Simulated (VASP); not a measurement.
Set up this calculation in VASP 6.6.1, as the native input.

```
Task                   : single point
Functional             : r2SCAN
Potentials or basis    : VASP PAW PBE potentials, release 64 (Zn, S)
Cutoff                 : 520 eV
k mesh                 : 8 × 8 × 8
Occupations            : gaussian, width 0.01 eV
Spin                   : no spin polarisation
Dipole correction      : no
Further INCAR settings : ALGO = Normal; EDIFF = 1e-06; NBANDS = 16
```

The system is ZnS.

```
Zn S
1.0
     0.00000    2.69452    2.70799
     2.69452    0.00000    2.70799
     2.69452    2.69452    0.00000
Zn S
1 1
Direct
  0.75000 0.75000 0.75000
  0.00000 0.00000 0.00000
```

This cell differs from its parent crystal: z stretched by +0.5 %, x and y held.

One way to write it, as run:

POSCAR

```
ZnS
1.0
    0.0000000000      2.6945169062      2.7079894907
    2.6945169062      0.0000000000      2.7079894907
    2.6945169062      2.6945169062      0.0000000000
Zn S
1 1
Direct
    0.7500000000      0.7500000000      0.7500000000
    0.0000000000      0.0000000000      0.0000000000
```

INCAR.step1

```
PREC     = Accurate       # precision mode
ENCUT    = 520            # plane-wave cutoff, eV
ISMEAR   = 0              # smearing method
SIGMA    = 0.01           # smearing width, eV
LREAL    = False          # projectors in reciprocal space
LASPH    = True           # aspherical terms in the spheres
NELM     = 80             # most SCF steps
NBANDS   = 16             # bands
GGA      = PE             # functional
ALGO     = Normal         # electronic algorithm
EDIFF    = 1E-4           # SCF threshold, eV
LWAVE    = True           # write WAVECAR
LCHARG   = False          # write CHGCAR
```

INCAR.step2

```
PREC     = Accurate       # precision mode
ENCUT    = 520            # plane-wave cutoff, eV
EDIFF    = 1E-6           # SCF threshold, eV
ISMEAR   = 0              # smearing method
SIGMA    = 0.01           # smearing width, eV
LREAL    = False          # projectors in reciprocal space
LASPH    = True           # aspherical terms in the spheres
NELM     = 80             # most SCF steps
ALGO     = Normal         # electronic algorithm
ISIF     = 2              # what is computed and relaxed
LWAVE    = False          # write WAVECAR
LCHARG   = False          # write CHGCAR
METAGGA  = R2SCAN         # meta-GGA
LMIXTAU  = True         
NBANDS   = 16             # bands
ISTART   = 1
```

KPOINTS

```
regular mesh
0
Gamma
  8 8 8
```

Potentials or basis: VASP PAW PBE potentials, release 64 (Zn, S).

Command:

```bash
$ cat potpaw_PBE.64/Zn/POTCAR potpaw_PBE.64/S/POTCAR > POTCAR
$ cp INCAR.step1 INCAR
$ mpirun -np 1 vasp_std > vasp.out
$ cp INCAR.step2 INCAR
$ mpirun -np 1 vasp_std > vasp.out
```

Results of the run:

The pressure is -0.4 GPa and the band gap on the k mesh is 2.68 eV, direct.

Caveat: the cell differs from its parent crystal (z stretched by +0.5 %, x and y held); the PAW data sets were made with another functional, which shifts forces and pressure a little.

It took 120 s on 1 thread of AMD EPYC 7R43 64-Core Processor (Zen 3) (shared host), peak memory 0.14 GiB.
